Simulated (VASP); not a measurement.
Input of a VASP 6.6.1 run:

Contents of INCAR:

```
ALGO = Normal
EDIFF = 1E-6
ENCUT = 600
GGA = PE
GGA_COMPAT = F
ISIF = 2
ISMEAR = 0
LASPH = T
LCHARG = F
LREAL = F
LWAVE = F
NBANDS = 7
NELM = 120
PREC = Accurate
SIGMA = 0.1
```

The input KPOINTS:

```
k-points
0
Gamma
  16 16 16
```

POSCAR

```
Mg
1.0
    0.0000000000      2.1661334486      2.1661334486
    2.1661334486      0.0000000000      2.1661334486
    2.1661334486      2.1661334486      0.0000000000
Mg
1
Direct
    0.0000000000      0.0000000000      0.0000000000
```

Potentials or basis: VASP PAW PBE potentials, release 64 (Mg).

Run with:

```console
$ cat potpaw_PBE.64/Mg/POTCAR > POTCAR
$ mpirun -np 1 vasp_std > vasp.out
```

(1) Predict the band gap on the k mesh.

(2) Estimate the pressure.

## Answers

(1) zero (bands 1 and 2 overlap by 2.80 eV).

(2) 5.7 GPa.

Caveat: the cell differs from its parent crystal (strained); the cell stands under pressure.
